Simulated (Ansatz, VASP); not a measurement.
Two plane-wave programs on ZrB

```xyz
2
Lattice="0.0000 2.4154 2.5924 2.3591 0.0000 2.5924 2.3591 2.4154 0.0000" Properties=species:S:1:pos:R:3 pbc="T T T"
Zr    0.0000    0.0000    0.0000
B     2.3591    2.4154    2.5924
```

Change from the starting cell: normal strain along x -0.0233, normal strain along z +0.0733.

Alike in both runs: task single point; functional LDA; k mesh 16 × 16 × 16; occupations gaussian, width 0.15 eV; no spin polarisation.

```csv
,VASP,Ansatz
version,VASP 6.6.1,Ansatz 0.2.0
potentials or method,"VASP PAW LDA potentials, release 64 (Zr_sv, B), cutoff 520 eV","scalar-relativistic, plane waves, PAW"
valence electrons in the cell,15,15
```

|  | VASP | Ansatz | Ansatz less VASP |
| --- | --- | --- | --- |
| gap on the k mesh at the Fermi level (eV) | none | none | - |
| pressure (GPa) | -5.4 | -5.7 | -0.30 |
| traceless stress, the component that is largest in VASP (GPa) | -14.60 | -14.50 | +0.090 |

LDA's correlation is that of Perdew and Zunger in VASP and of Perdew and Wang (1992) in Ansatz. A gap of «none» marks a metal or a gap that the smearing closes.
